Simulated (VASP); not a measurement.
Runs of VASP 6.6.1 on Ge3Pt. The structure is that of space group Pm-3n (No. 223), or close to it. The cells are those of the table. The cell was built from a structure type or drawn by symmetry, and may not be a known phase.

```tsv
task	cell	k mesh	cutoff (eV)	gap on the mesh (eV)	pressure (GPa)
single point	a = 5.245 Å, 8 atoms	8 × 8 × 8	520	none	-0.1
single point	a = 5.233 Å, 8 atoms	4 × 4 × 4	520	none	(a)
single point	a = 5.075 Å, 8 atoms	4 × 4 × 4	520	none	11.7
relaxation of cell and atoms	relaxed from a = 5.075 Å, 8 atoms	4 × 4 × 4	600	none	-0.1
```

Alike in all rows: level PBE; potentials or basis VASP PAW PBE potentials, release 64 (Ge_d, Pt); no spin polarisation; smearing gaussian 0.1 eV.

Question: Estimate the missing entries.

Answer: (a) 0.0.

Caveats: spin-orbit coupling is left out, which moves the levels of the heavy elements; the cell stands under pressure (at least some runs).

A k mesh can miss the band edges, and the runs leave out spin-orbit coupling on Ge, Pt.

A gap of «none» marks levels without a gap at the run's occupations.
